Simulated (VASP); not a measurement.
# AlRu (Pm-3m) in VASP: further runs

Runs on AlRu. Level: PBEsol. Tasks: single point, relaxation of cell and atoms.

Everything below comes from runs of VASP 6.6.1. Logs are shortened: lines on timing, memory, paths and dates and some standing lists are left out, and cuts for length are marked.

## Step 1: The cell of the first run

Symmetry: Pm-3m, No. 221, cubic system. The conventional cell has a = 2.977 Å, b = 2.977 Å, c = 2.977 Å, α = 90.00°, β = 90.00°, γ = 90.00°. Within 3.4 Å of Ru (site symmetry m-3m) lie 8 Al at 2.58 Å and 6 Ru at 2.98 Å. Within 3.4 Å of Al (site symmetry m-3m) lie 8 Ru at 2.58 Å and 6 Al at 2.98 Å.

## Step 2: Single point, PBEsol

File INCAR:

```
SYSTEM = AlRu
PREC = Accurate ; ENCUT = 520
EDIFF = 1E-6 ; ISMEAR = 0
SIGMA = 0.3 ; LREAL = .FALSE.
LASPH = .TRUE. ; NELM = 80
ALGO = Normal ; ISIF = 2
LWAVE = .FALSE. ; LCHARG = .FALSE.
GGA = PS ; NBANDS = 16
```

File KPOINTS:

```
Automatic mesh
0
G
  16 16 16
  0 0 0
```

File POSCAR:

```
AlRu
1.0
    2.9774691089      0.0000000000      0.0000000000
    0.0000000000      2.9774691089      0.0000000000
    0.0000000000      0.0000000000      2.9774691089
Ru Al
1 1
Direct
    0.0000000000      0.0000000000      0.0000000000
    0.5000000000      0.5000000000      0.5000000000
```

Potentials or basis: VASP PAW PBE potentials, release 64 (Ru_pv, Al).

The run is started by

```bash
> cat potpaw_PBE.64/Ru_pv/POTCAR potpaw_PBE.64/Al/POTCAR > POTCAR
> mpirun -np 1 vasp_std > vasp.out
```

OUTCAR:

```text
SYSTEM = AlRu
   PREC = Accurate
   ENCUT = 520
   EDIFF = 1E-6
   ISMEAR = 0
   LREAL = .FALSE.
   LASPH = .TRUE.
   NELM = 80
   ISIF = 2
   GGA = PS

 ion  position               nearest neighbor table
   1  0.000  0.000  0.000-   2 2.58   2 2.58   2 2.58   2 2.58   2 2.58   2 2.58   2 2.58   2 2.58

   2  0.500  0.500  0.500-   1 2.58   1 2.58   1 2.58   1 2.58   1 2.58   1 2.58   1 2.58   1 2.58

  LATTYP: Found a simple cubic cell.
 ALAT       =     2.9774691089

  Lattice vectors:

 A1 = (   2.9774691089,   0.0000000000,   0.0000000000)
 A2 = (   0.0000000000,   2.9774691089,   0.0000000000)
 A3 = (   0.0000000000,   0.0000000000,   2.9774691089)

Analysis of symmetry for initial positions (statically):
=====================================================================
 Subroutine PRICEL returns:
 Original cell was already a primitive cell.

 Routine SETGRP: Setting up the symmetry group for a
 simple cubic supercell.

 Subroutine GETGRP returns: Found 48 space group operations
 (whereof 48 operations were pure point group operations)
 out of a pool of 48 trial point group operations.

The static configuration has the point symmetry O_h .

Analysis of symmetry for dynamics (positions and initial velocities):
=====================================================================
 Subroutine PRICEL returns:
 Original cell was already a primitive cell.

 Routine SETGRP: Setting up the symmetry group for a
 simple cubic supercell.

 Subroutine GETGRP returns: Found 48 space group operations
 (whereof 48 operations were pure point group operations)
 out of a pool of 48 trial point group operations.

The dynamic configuration has the point symmetry O_h .

 Subroutine INISYM returns: Found 48 space group operations
 (whereof 48 operations are pure point group operations),
 and found     1 'primitive' translations

----------------------------------------------------------------------------------------

                                     Primitive cell

  volume of cell :      26.3962

  direct lattice vectors                    reciprocal lattice vectors
     2.977469109  0.000000000  0.000000000     0.335855709  0.000000000  0.000000000
     0.000000000  2.977469109  0.000000000     0.000000000  0.335855709  0.000000000
     0.000000000  0.000000000  2.977469109     0.000000000  0.000000000  0.335855709

  length of vectors
     2.977469109  2.977469109  2.977469109     0.335855709  0.335855709  0.335855709

  position of ions in fractional coordinates (direct lattice)
     0.000000000  0.000000000  0.000000000
     0.500000000  0.500000000  0.500000000

  ion indices of the primitive-cell ions
   primitive index   ion index
                 1           1
                 2           2

----------------------------------------------------------------------------------------

 KPOINTS: Automatic mesh

Automatic generation of k-mesh.
 Grid dimensions read from file:
 generate k-points for:   16   16   16

 Generating k-lattice:

  Cartesian coordinates                     Fractional coordinates (reciprocal lattice)
     0.020990982  0.000000000  0.000000000     0.062500000  0.000000000  0.000000000
     0.000000000  0.020990982  0.000000000     0.000000000  0.062500000  0.000000000
     0.000000000  0.000000000  0.020990982     0.000000000  0.000000000  0.062500000

  Length of vectors
     0.020990982  0.020990982  0.020990982

  Shift w.r.t. Gamma in fractional coordinates (k-lattice)
     0.000000000  0.000000000  0.000000000

 Subroutine IBZKPT returns following result:
 ===========================================

 Found    165 irreducible k-points:

 Following reciprocal coordinates:
            Coordinates               Weight
  0.000000  0.000000  0.000000      1.000000
  0.062500  0.000000  0.000000      6.000000
  0.125000  0.000000  0.000000      6.000000
  0.187500  0.000000  0.000000      6.000000
  0.250000  0.000000  0.000000      6.000000
  0.312500  0.000000  0.000000      6.000000
[... 16 lines left out ...]
  0.437500  0.125000  0.000000     24.000000
  0.500000  0.125000  0.000000     12.000000
 [... further k-points ...]
   k-points           NKPTS =    165   k-points in BZ     NKDIM =    165   number of bands    NBANDS=     16
   number of dos      NEDOS =    301   number of ions     NIONS =      2
   total plane-waves  NPLWV =  13824
   dimension x,y,z NGX =    24 NGY =   24 NGZ =   24
   dimension x,y,z NGXF=    48 NGYF=   48 NGZF=   48
   ions per type =               1   1
   NGX,Y,Z   is equivalent  to a cutoff of  13.40, 13.40, 13.40 a.u.
   NGXF,Y,Z  is equivalent  to a cutoff of  26.80, 26.80, 26.80 a.u.
 SYSTEM =  AlRu
   PREC   = accura    normal or accurate (medium, high low for compatibility)
   ISTART =      0    job   : 0-new  1-cont  2-samecut
   ICHARG =      2    charge: 1-file 2-atom 10-const
   ISPIN  =      1    spin polarized calculation?
   LNONCOLLINEAR =      F non collinear calculations
   LSORBIT =      F    spin-orbit coupling
   LASPH  =      T    aspherical Exc in radial PAW
   ENCUT  =  520.0 eV  38.22 Ry    6.18 a.u.   5.54  5.54  5.54*2*pi/ulx,y,z
   NELM   =     80;   NELMIN=  2; NELMDL= -5     # of ELM steps
   EDIFF  = 0.1E-05   stopping-criterion for ELM
   LREAL  =      F    real-space projection
   EDIFFG = 0.1E-04   stopping-criterion for IOM
   NSW    =      0    number of steps for IOM
   IBRION =     -1    ionic relax: 0-MD 1-quasi-New 2-CG
   NFREE  =      0    steps in history (QN), initial steepest desc. (CG)
   ISIF   =      2    stress and relaxation
   ISYM   =      2    0-nonsym 1-usesym 2-fastsym
   POTIM  = 0.5000    time-step for ionic-motion
   TEBEG  =    0.0;   TEEND  =   0.0 temperature during run
   PSTRESS=    0.0 pullay stress
   NELECT =      17.0000    total number of electrons
   NUPDOWN=      -1.0000    fix difference up-down
   EMIN   =  10.00;   EMAX   =-10.00  energy-range for DOS
   EFERMI =   0.00;   METHOD = LEGACY
   ISMEAR =     0;   SIGMA  =   0.30  broadening in eV -4-tet -1-fermi 0-gaus
   EFERMI_NEDOS =   21; number of points for ismear=-14 and -15
   IALGO  =     38    algorithm
   IMIX   =      4    mixing-type and parameters
     AMIX     =   0.40;   BMIX     =  1.00
     AMIX_MAG =   1.60;   BMIX_MAG =  1.00
  volume/ion in A,a.u.               =      13.20        89.07
  Fermi-wavevector in a.u.,A,eV,Ry     =   1.413765  2.671628 27.194390  1.998731
  Thomas-Fermi vector in A             =   2.535377
   LORBIT       =      0    0 simple, 1 ext, 2 COOP (PROOUT), +10 PAW based schemes
   GGA     = PS    functional components
   LHFCALC =     F    Hartree Fock is set to
   AEXX    =    0.0000 exact exchange contribution
   IVDW    =     0    specifies the selected vdW correction
   LEPSILON=     F    determine dielectric tensor
   LRPA    =     F    only Hartree local field effects (RPA)
 non-spin polarized calculation
 Gauss-broadening in eV      SIGMA  =   0.30
  energy-cutoff  :      520.00
  volume of cell :       26.40
 maximum number of plane-waves:       739
 NGX is ok and might be reduce to    24
   NGX = 11   NGY = 11   NGZ = 11

 number of electron      16.9999996 magnetization

 Free energy of the ion-electron system (eV)
  ---------------------------------------------------
  ext. energy  EPLUGINS =         0.00000000
  ---------------------------------------------------
  free energy    TOTEN  =       -15.55403554 eV

  energy without entropy =      -15.48431949  energy(sigma->0) =      -15.51917752

 E-fermi :  10.8272     XC(G=0): -12.7602

 val. band max:       10.8241055957   @ k =   0.5000   0.4375   0.1250
 cond. band min:      10.8278775003   @ k =   0.3750   0.3750   0.3125
 fundamental gap:      0.0037719047
 Fermi energy:        10.8271653831

 k-point     1 :       0.0000    0.0000    0.0000
  band No.  band energies     occupation
      1     -30.9141      2.00000
      2     -30.9141      2.00000
      3     -30.9141      2.00000
      4       1.0310      2.00000
      5       7.1298      2.00000
      6       7.1298      2.00000
[... 8 lines left out ...]
     15      22.8009      0.00000
     16      26.1479      0.00000

 k-point     2 :       0.0625    0.0000    0.0000
  band No.  band energies     occupation
      1     -30.9227      2.00000
      2     -30.9134      2.00000
      3     -30.9134      2.00000
      4       1.1072      2.00000
      5       7.1568      2.00000
      6       7.1580      2.00000
[... 8 lines left out ...]
     15      22.8014      0.00000
     16      26.3822      0.00000

 k-point     3 :       0.1250    0.0000    0.0000
  band No.  band energies     occupation
      1     -30.9471      2.00000
      2     -30.9114      2.00000
      3     -30.9114      2.00000
      4       1.3333      2.00000
      5       7.2265      2.00000
      6       7.2351      2.00000
[... 8 lines left out ...]
     15      22.8269      0.00000
     16      27.1189      0.00000

 k-point     4 :       0.1875    0.0000    0.0000
  band No.  band energies     occupation
      1     -30.9834      2.00000
      2     -30.9083      2.00000
      3     -30.9083      2.00000
      4       1.7010      2.00000
      5       7.2841      2.00000
      6       7.3566      2.00000
[... 8 lines left out ...]
     15      23.3435      0.00000
     16      28.3530      0.00000
[... 324 lines left out ...]
 k-point    22 :       0.3750    0.1250    0.0000
  band No.  band energies     occupation
      1     -31.1003      2.00000
      2     -30.9297      2.00000
      3     -30.8951      2.00000
      4       3.7264      2.00000
      5       6.5922      2.00000
      6       7.9516      2.00000
[... 8 lines left out ...]
     15      23.9287      0.00000
     16      25.0471      0.00000

 k-point    23 :       0.4375    0.1250    0.0000
  band No.  band energies     occupation
      1     -31.1239      2.00000
      2     -30.9275      2.00000
      3     -30.8930      2.00000
      4       4.4557      2.00000
      5       5.9416      2.00000
      6       8.0699      2.00000
[... 8 lines left out ...]
     15      22.9498      0.00000
     16      24.0561      0.00000

 k-point    24 :       0.5000    0.1250    0.0000
  band No.  band energies     occupation
      1     -31.1322      2.00000
      2     -30.9267      2.00000
      3     -30.8923      2.00000
      4       5.1931      2.00000
      5       5.2252      2.00000
      6       8.1156      2.00000
[... 8 lines left out ...]
     15      22.8043      0.00000
     16      23.3843      0.00000

 [... further k-points ...]
[... 5 lines left out ...]
  --------------------------------------------------------------------------------------
  -------------------------------------------------------------------------------------
  Total        0.0092275      0.0092275      0.0092275      0.0000000     -0.0000000      0.0000000
  in kB        0.5600845      0.5600845      0.5600845      0.0000000     -0.0000000      0.0000000
  external PRESSURE =       0.5600845 kB  Pullay stress =       0.0000000 kB

 VOLUME and BASIS-vectors are now :
 -----------------------------------------------------------------------------
  energy-cutoff  :      520.00
  volume of cell :       26.40
      direct lattice vectors                 reciprocal lattice vectors
     2.977469109  0.000000000  0.000000000     0.335855709  0.000000000  0.000000000
     0.000000000  2.977469109  0.000000000     0.000000000  0.335855709  0.000000000
     0.000000000  0.000000000  2.977469109     0.000000000  0.000000000  0.335855709

 POSITION                                       TOTAL-FORCE (eV/Angst)
 -----------------------------------------------------------------------------------
      0.00000      0.00000      0.00000         0.000000      0.000000      0.000000
      1.48873      1.48873      1.48873         0.000000      0.000000      0.000000
 -----------------------------------------------------------------------------------
    total drift:                                0.000000      0.000000      0.000000

  FREE ENERGIE OF THE ION-ELECTRON SYSTEM (eV)
  ---------------------------------------------------
  free  energy   TOTEN  =       -15.5540355393 eV

  energy  without entropy=      -15.4843194913  energy(sigma->0) =      -15.51917752
```

Run time: 41 s. Hardware: 1 thread of Intel Xeon 8259CL, shared host; peak memory 0.19 GiB.

What came out:

```
Free energy            : -15.5540 eV
Pressure               : 0.1 GPa
Band gap on the k mesh : zero (an odd number of electrons rules out a gap without spin polarisation)
```

Levels at points of the mesh, in eV from the Fermi level:
```tsv
k point	band 7	band 8	band 9	band 10	band 11	band 12
(0.00, 0.00, 0.00)	0.17	0.17	0.17	6.11	6.11	6.11
(0.50, 0.00, 0.00)	-1.66	-1.66	0.43	2.31	7.41	11.04
(0.50, 0.50, 0.00)	-1.41	-1.22	-1.22	1.54	5.34	6.40
(0.50, 0.50, 0.50)	1.63	1.63	2.66	4.10	4.10	4.10
```

Caveat: so wide a smearing shifts energies and pressures; the PAW data sets were made with another functional, which shifts forces and pressure a little.

## Step 3: Relaxation of cell and atoms, PBEsol

This run uses another cell than the first one, of 13.37 Å³/atom.

File INCAR:

```
PREC = Accurate
ENCUT = 600
EDIFF = 1E-6
ISMEAR = 0
SIGMA = 0.3
LREAL = False
LASPH = True
NELM = 80
ALGO = Fast
ISIF = 3
LWAVE = False
LCHARG = False
GGA = PS
IBRION = 2
NSW = 80
EDIFFG = -0.005
```

File KPOINTS:

```
regular mesh
0
Gamma
  16 16 16
```

File POSCAR:

```
AlRu
1.0
    2.9900000000      0.0000000000      0.0000000000
    0.0000000000      2.9900000000      0.0000000000
    0.0000000000      0.0000000000      2.9900000000
Ru Al
1 1
Direct
    0.0000000000      0.0000000000      0.0000000000
    0.5000000000      0.5000000000      0.5000000000
```

Potentials or basis: VASP PAW PBE potentials, release 64 (Ru_pv, Al).

The run is started by

```bash
> cat potpaw_PBE.64/Ru_pv/POTCAR potpaw_PBE.64/Al/POTCAR > POTCAR
> mpirun -np 1 vasp_std > vasp.out
```

Wall time 2.2 min (1 thread of Intel Xeon 8259CL, shared host); peak memory 0.2 GiB.

Results (log left out):

```
Free energy                           : -15.5544 eV
Relaxed volume                        : 13.20 Å³/atom
Relaxed cell                          : a = 2.978 Å, b = 2.978 Å, c = 2.978 Å, α = 90.00°, β = 90.00°, γ = 90.00°
Space group after relaxing (to 0.1 Å) : Pm-3m (No. 221)
Energy gained by relaxing             : 1.4 meV/atom
Ionic steps                           : 3
Pressure after relaxing               : 0.0 GPa
Band gap on the k mesh                : zero (an odd number of electrons rules out a gap without spin polarisation)
```

Step by step:
```csv
step,energy change (eV),largest force (eV/Å),pressure (GPa),volume (Å³)
1,0.0000,0.0000,-2.57,26.73
2,0.0037,0.0000,4.27,25.91
3,-0.0028,0.0000,-0.01,26.40
```

Final structure:
```
Ru Al
1.0
     2.97767    0.00000    0.00000
     0.00000    2.97767    0.00000
     0.00000    0.00000    2.97767
Ru Al
1 1
Direct
  0.00000 0.00000 0.00000
  0.50000 0.50000 0.50000
```

Levels at points of the mesh, in eV from the Fermi level:
```csv
k point,band 6,band 7,band 8,band 9,band 10,band 11,band 12
"(0.00, 0.00, 0.00)",-3.70,0.17,0.17,0.17,6.11,6.11,6.11
"(0.50, 0.00, 0.00)",-2.88,-1.66,-1.66,0.43,2.31,7.41,11.04
"(0.50, 0.50, 0.00)",-1.41,-1.41,-1.22,-1.22,1.54,5.34,6.40
"(0.50, 0.50, 0.50)",-4.74,1.63,1.63,2.66,4.10,4.10,4.10
```

Caveat: so wide a smearing shifts energies and pressures; the PAW data sets were made with another functional, which shifts forces and pressure a little.
